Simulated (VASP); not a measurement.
# PtS2 (P-3m1) in VASP: further runs

PtS2 is run at these levels: PBEsol; tasks: single point.

Program: VASP 6.6.1. These are calculated values, not measurements. Logs are shortened: lines on timing, memory, paths and dates and some standing lists are left out, and cuts for length are marked.

## Step 1: The cell of the first run

It takes space group P-3m1 (No. 164, trigonal). The conventional cell has a = 3.720 Å, b = 3.720 Å, c = 5.165 Å, α = 90.00°, β = 90.00°, γ = 120.00°. Pt (site symmetry -3m) has 6 S at 2.51 Å within 3.3 Å. Within 3.3 Å of S (site symmetry 3m) lie 3 Pt at 2.51 Å.

## Step 2: Single point, PBEsol (strain +0.050 along x and y, +0.025 along z)

INCAR reads:

```
PREC = Accurate ; ENCUT = 520
EDIFF = 1E-7 ; ISMEAR = 0
SIGMA = 0.05 ; LREAL = False
LASPH = True ; NELM = 80
ALGO = Normal ; ISIF = 2
LWAVE = False ; LCHARG = True
GGA = PS ; LELF = True
LVHAR = True ; NBANDS = 18
```

KPOINTS reads:

```
Automatic mesh
0
Gamma
  12 12 8
```

POSCAR reads:

```
PtS2
1.0
    3.7203594496      0.0000000000      0.0000000000
   -1.8601797248      3.2219257945      0.0000000000
    0.0000000000      0.0000000000      5.1647700000
Pt S
1 2
Direct
    0.0000000000      0.0000000000      0.0000000000
    0.3333333333      0.6666666667      0.2500000000
    0.6666666667      0.3333333333      0.7500000000
```

Potentials or basis: VASP PAW PBE potentials, release 64 (Pt, S).

On the command line:

```sh
$ cat potpaw_PBE.64/Pt/POTCAR potpaw_PBE.64/S/POTCAR > POTCAR
$ mpirun -np 1 vasp_std > vasp.out
```

OUTCAR:

```text
PREC = Accurate
   ENCUT = 520
   EDIFF = 1E-7
   ISMEAR = 0
   LREAL = False
   LASPH = True
   NELM = 80
   ISIF = 2
   GGA = PS

 ion  position               nearest neighbor table
   1  0.000  0.000  0.000-   2 2.51   3 2.51   2 2.51   3 2.51   3 2.51   2 2.51
   2  0.333  0.667  0.250-   1 2.51   1 2.51   1 2.51
   3  0.667  0.333  0.750-   1 2.51   1 2.51   1 2.51

  LATTYP: Found a hexagonal cell.
 ALAT       =     3.7203594496
 C/A-ratio  =     1.3882448914

  Lattice vectors:

 A1 = (   3.7203594496,   0.0000000000,   0.0000000000)
 A2 = (  -1.8601797248,   3.2219257945,   0.0000000000)
 A3 = (   0.0000000000,   0.0000000000,   5.1647700000)

Analysis of symmetry for initial positions (statically):
=====================================================================
 Subroutine PRICEL returns:
 Original cell was already a primitive cell.

 Routine SETGRP: Setting up the symmetry group for a
 hexagonal supercell.

 Subroutine GETGRP returns: Found 12 space group operations
 (whereof 12 operations were pure point group operations)
 out of a pool of 24 trial point group operations.

The static configuration has the point symmetry D_3d.

Analysis of symmetry for dynamics (positions and initial velocities):
=====================================================================
 Subroutine PRICEL returns:
 Original cell was already a primitive cell.

 Routine SETGRP: Setting up the symmetry group for a
 hexagonal supercell.

 Subroutine GETGRP returns: Found 12 space group operations
 (whereof 12 operations were pure point group operations)
 out of a pool of 24 trial point group operations.

The dynamic configuration has the point symmetry D_3d.

 Subroutine INISYM returns: Found 12 space group operations
 (whereof 12 operations are pure point group operations),
 and found     1 'primitive' translations

----------------------------------------------------------------------------------------

                                     Primitive cell

  volume of cell :      61.9087

  direct lattice vectors                    reciprocal lattice vectors
     3.720359450  0.000000000  0.000000000     0.268791232  0.155186690  0.000000000
    -1.860179725  3.221925795  0.000000000     0.000000000  0.310373380  0.000000000
     0.000000000  0.000000000  5.164770000     0.000000000  0.000000000  0.193619464

  length of vectors
     3.720359450  3.720359450  5.164770000     0.310373380  0.310373380  0.193619464

  position of ions in fractional coordinates (direct lattice)
     0.000000000  0.000000000  0.000000000
     0.333333333  0.666666667  0.250000000
     0.666666667  0.333333333  0.750000000

  ion indices of the primitive-cell ions
   primitive index   ion index
                 1           1
                 2           2
                 3           3

----------------------------------------------------------------------------------------

 KPOINTS: Automatic mesh

Automatic generation of k-mesh.
 Grid dimensions read from file:
 generate k-points for:   12   12    8

 Generating k-lattice:

  Cartesian coordinates                     Fractional coordinates (reciprocal lattice)
     0.022399269  0.012932224  0.000000000     0.083333333  0.000000000  0.000000000
     0.000000000  0.025864448  0.000000000     0.000000000  0.083333333  0.000000000
     0.000000000  0.000000000  0.024202433     0.000000000  0.000000000  0.125000000

  Length of vectors
     0.025864448  0.025864448  0.024202433

  Shift w.r.t. Gamma in fractional coordinates (k-lattice)
     0.000000000  0.000000000  0.000000000

 Subroutine IBZKPT returns following result:
 ===========================================

 Found    131 irreducible k-points:

 Following reciprocal coordinates:
            Coordinates               Weight
  0.000000  0.000000  0.000000      1.000000
  0.083333  0.000000  0.000000      6.000000
  0.166667  0.000000  0.000000      6.000000
  0.250000  0.000000  0.000000      6.000000
  0.333333  0.000000  0.000000      6.000000
  0.416667  0.000000  0.000000      6.000000
[... 16 lines left out ...]
  0.166667  0.000000  0.125000      6.000000
  0.000000  0.166667  0.125000      6.000000
 [... further k-points ...]
   k-points           NKPTS =    131   k-points in BZ     NKDIM =    131   number of bands    NBANDS=     18
   number of dos      NEDOS =    301   number of ions     NIONS =      3
   total plane-waves  NPLWV =  31360
   dimension x,y,z NGX =    28 NGY =   28 NGZ =   40
   dimension x,y,z NGXF=    56 NGYF=   56 NGZF=   80
   ions per type =               1   2
   NGX,Y,Z   is equivalent  to a cutoff of  12.51, 12.51, 12.88 a.u.
   NGXF,Y,Z  is equivalent  to a cutoff of  25.02, 25.02, 25.75 a.u.
 SYSTEM =  unknown system
   PREC   = accura    normal or accurate (medium, high low for compatibility)
   ISTART =      0    job   : 0-new  1-cont  2-samecut
   ICHARG =      2    charge: 1-file 2-atom 10-const
   ISPIN  =      1    spin polarized calculation?
   LNONCOLLINEAR =      F non collinear calculations
   LSORBIT =      F    spin-orbit coupling
   LASPH  =      T    aspherical Exc in radial PAW
   ENCUT  =  520.0 eV  38.22 Ry    6.18 a.u.   6.92  6.92  9.60*2*pi/ulx,y,z
   NELM   =     80;   NELMIN=  2; NELMDL= -5     # of ELM steps
   EDIFF  = 0.1E-06   stopping-criterion for ELM
   LREAL  =      F    real-space projection
   EDIFFG = 0.1E-05   stopping-criterion for IOM
   NSW    =      0    number of steps for IOM
   IBRION =     -1    ionic relax: 0-MD 1-quasi-New 2-CG
   NFREE  =      0    steps in history (QN), initial steepest desc. (CG)
   ISIF   =      2    stress and relaxation
   ISYM   =      2    0-nonsym 1-usesym 2-fastsym
   POTIM  = 0.5000    time-step for ionic-motion
   TEBEG  =    0.0;   TEEND  =   0.0 temperature during run
   PSTRESS=    0.0 pullay stress
   NELECT =      22.0000    total number of electrons
   NUPDOWN=      -1.0000    fix difference up-down
   EMIN   =  10.00;   EMAX   =-10.00  energy-range for DOS
   EFERMI =   0.00;   METHOD = LEGACY
   ISMEAR =     0;   SIGMA  =   0.05  broadening in eV -4-tet -1-fermi 0-gaus
   EFERMI_NEDOS =   21; number of points for ismear=-14 and -15
   IALGO  =     38    algorithm
   IMIX   =      4    mixing-type and parameters
     AMIX     =   0.40;   BMIX     =  1.00
     AMIX_MAG =   1.60;   BMIX_MAG =  1.00
  volume/ion in A,a.u.               =      20.64       139.26
  Fermi-wavevector in a.u.,A,eV,Ry     =   1.159574  2.191278 18.294565  1.344613
  Thomas-Fermi vector in A             =   2.296165
   LORBIT       =      0    0 simple, 1 ext, 2 COOP (PROOUT), +10 PAW based schemes
   GGA     = PS    functional components
   LHFCALC =     F    Hartree Fock is set to
   AEXX    =    0.0000 exact exchange contribution
   IVDW    =     0    specifies the selected vdW correction
   LEPSILON=     F    determine dielectric tensor
   LRPA    =     F    only Hartree local field effects (RPA)
 non-spin polarized calculation
 Gauss-broadening in eV      SIGMA  =   0.05
  energy-cutoff  :      520.00
  volume of cell :       61.91
 maximum number of plane-waves:      1683
   NGX = 13   NGY = 13   NGZ = 19

 number of electron      21.9999997 magnetization

 Free energy of the ion-electron system (eV)
  ---------------------------------------------------
  ext. energy  EPLUGINS =         0.00000000
  ---------------------------------------------------
  free energy    TOTEN  =       -16.50334631 eV

  energy without entropy =      -16.50334626  energy(sigma->0) =      -16.50334629

 E-fermi :   5.3233     XC(G=0): -10.2999

 val. band max:        5.1916652776   @ k =   0.0000   0.0000   0.0000
 cond. band min:       5.4777107436   @ k =  -0.0833   0.3333   0.2500
 fundamental gap:      0.2860454660
 Fermi energy:         5.3233473098

 k-point     1 :       0.0000    0.0000    0.0000
  band No.  band energies     occupation
      1      -9.1308      2.00000
      2      -6.8468      2.00000
      3      -0.9535      2.00000
      4      -0.4448      2.00000
      5      -0.4448      2.00000
      6       1.9337      2.00000
[... 10 lines left out ...]
     17      12.9944      0.00000
     18      17.2043      0.00000

 k-point     2 :       0.0833    0.0000    0.0000
  band No.  band energies     occupation
      1      -9.0608      2.00000
      2      -6.8730      2.00000
      3      -0.8691      2.00000
      4      -0.4000      2.00000
      5      -0.3955      2.00000
      6       1.8186      2.00000
[... 10 lines left out ...]
     17      13.2133      0.00000
     18      16.0488      0.00000

 k-point     3 :       0.1667    0.0000    0.0000
  band No.  band energies     occupation
      1      -8.8589      2.00000
      2      -6.9458      2.00000
      3      -0.6347      2.00000
      4      -0.2780      2.00000
      5      -0.2402      2.00000
      6       1.3885      2.00000
[... 10 lines left out ...]
     17      13.7373      0.00000
     18      14.7424      0.00000

 k-point     4 :       0.2500    0.0000    0.0000
  band No.  band energies     occupation
      1      -8.5509      2.00000
      2      -7.0516      2.00000
      3      -0.3570      2.00000
      4      -0.1186      2.00000
      5       0.0668      2.00000
      6       0.6781      2.00000
[... 375 lines left out ...]
      4      -0.4054      2.00000
      5      -0.3409      2.00000
      6       1.7973      2.00000
[... 10 lines left out ...]
     17      13.3402      0.00000
     18      15.4840      0.00000

 k-point    23 :       0.1667    0.0000    0.1250
  band No.  band energies     occupation
      1      -8.8104      2.00000
      2      -7.0364      2.00000
      3      -0.5634      2.00000
      4      -0.2540      2.00000
      5      -0.1993      2.00000
      6       1.4355      2.00000
[... 10 lines left out ...]
     17      13.3711      0.00000
     18      14.4403      0.00000

 k-point    24 :       0.0000    0.1667    0.1250
  band No.  band energies     occupation
      1      -8.8169      2.00000
      2      -7.0193      2.00000
      3      -0.6925      2.00000
      4      -0.2965      2.00000
      5      -0.0721      2.00000
      6       1.3155      2.00000
[... 10 lines left out ...]
     17      14.0631      0.00000
     18      14.3034      0.00000

 [... further k-points ...]

------------------------ aborting loop because EDIFF is reached ----------------------------------------

  FORCE on cell =-STRESS in cart. coord.  units (eV):
  Direction    XX          YY          ZZ          XY          YZ          ZX
  --------------------------------------------------------------------------------------
  -------------------------------------------------------------------------------------
  Total       -6.6348534     -6.6348534     -4.9471272      0.0000000      0.0000000      0.0000000
  in kB     -171.7079859   -171.7079859   -128.0301457      0.0000000      0.0000000      0.0000000
  external PRESSURE =    -157.1487058 kB  Pullay stress =       0.0000000 kB

 VOLUME and BASIS-vectors are now :
 -----------------------------------------------------------------------------
  energy-cutoff  :      520.00
  volume of cell :       61.91
      direct lattice vectors                 reciprocal lattice vectors
     3.720359450  0.000000000  0.000000000     0.268791232  0.155186690  0.000000000
    -1.860179725  3.221925795  0.000000000     0.000000000  0.310373380  0.000000000
     0.000000000  0.000000000  5.164770000     0.000000000  0.000000000  0.193619464

 POSITION                                       TOTAL-FORCE (eV/Angst)
 -----------------------------------------------------------------------------------
      0.00000      0.00000      0.00000         0.000000      0.000000      0.000000
     -0.00000      2.14795      1.29119         0.000000      0.000000     -1.655811
      1.86018      1.07398      3.87358        -0.000000      0.000000      1.655811
 -----------------------------------------------------------------------------------
    total drift:                               -0.000000     -0.000000     -0.000000

  FREE ENERGIE OF THE ION-ELECTRON SYSTEM (eV)
  ---------------------------------------------------
  free  energy   TOTEN  =       -16.5033463143 eV

  energy  without entropy=      -16.5033462627  energy(sigma->0) =      -16.50334629
```

Wall time 1.8 min (1 thread of AMD EPYC 9R45 (Zen 5), shared host); peak memory 0.24 GiB.

Results:

| Item | Value |
| --- | --- |
| Free energy | -16.5033 eV |
| Pressure | -15.7 GPa |
| Largest force | 1.656 eV/Å |
| Band gap on the k mesh | 0.29 eV, indirect (least direct gap 0.59 eV) |

Forces on the atoms (eV/Å):
```
Pt   0.000  0.000  0.000
S    0.000  0.000 -1.656
S    0.000  0.000  1.656
```

Caveat: the cell differs from its parent crystal (strain +0.050 along x and y, +0.025 along z); the PAW data sets were made with another functional, which shifts forces and pressure a little; spin-orbit coupling is left out, which moves the levels of the heavy elements. A k mesh can miss the band edges.

## Step 3: Single point, PBEsol (strain +0.050 along x and y, -0.050 along z)

INCAR reads:

```
SYSTEM = PtS2
PREC = Accurate ; ENCUT = 520
EDIFF = 1E-6 ; ISMEAR = 0
SIGMA = 0.05 ; LREAL = .False.
LASPH = .True. ; NELM = 60
ALGO = Normal ; ISIF = 2
LWAVE = .False. ; LCHARG = .False.
GGA = PS ; NBANDS = 18
```

KPOINTS reads:

```
Automatic mesh
0
Gamma
  12 12 8
  0 0 0
```

POSCAR: that of step 2 with these lines changed.

```diff
@@ -4,3 +4,3 @@
    -1.8601797248      3.2219257945      0.0000000000
-    0.0000000000      0.0000000000      5.1647700000
+    0.0000000000      0.0000000000      4.7868600000
 Pt S
```

Potentials or basis: VASP PAW PBE potentials, release 64 (Pt, S).

On the command line:

```sh
$ cat potpaw_PBE.64/Pt/POTCAR potpaw_PBE.64/S/POTCAR > POTCAR
$ mpirun -np 1 vasp_std > vasp.out
```

Run time: 40 s. Hardware: 1 thread of Intel Xeon 6975P-C (Granite Rapids), shared host; peak memory 0.26 GiB.

The run converged. Its results:

```
Free energy   : -16.7796 eV
Pressure      : -11.6 GPa
Largest force : 0.791 eV/Å
```

Forces in eV/Å, atoms in the order of the input:
```
Pt   0.000  0.000  0.000
S    0.000  0.000 -0.791
S    0.000  0.000  0.791
```

Stress tensor (GPa, compression positive):
```
-14.10   0.00   0.00
  0.00 -14.10   0.00
  0.00   0.00  -6.65
```

Levels at points of the mesh, in eV from the Fermi level:
| k point | band 9 | band 10 | band 11 | band 12 | band 13 | band 14 |
| --- | --- | --- | --- | --- | --- | --- |
| (0.00, 0.00, 0.00) | -1.47 | -1.47 | 0.02 | 1.22 | 1.22 | 3.82 |
| (0.50, 0.00, 0.00) | -3.25 | -3.20 | -2.70 | 0.70 | 2.04 | 4.84 |
| (0.00, 0.00, 0.50) | -1.88 | -1.88 | -1.50 | 2.02 | 2.02 | 5.21 |
| (0.50, 0.00, 0.50) | -3.01 | -2.90 | -1.35 | 0.89 | 1.27 | 4.77 |

Caveat: the cell differs from its parent crystal (strain +0.050 along x and y, -0.050 along z); the PAW data sets were made with another functional, which shifts forces and pressure a little; spin-orbit coupling is left out, which moves the levels of the heavy elements.

(Part 1 of 2 ends here.)
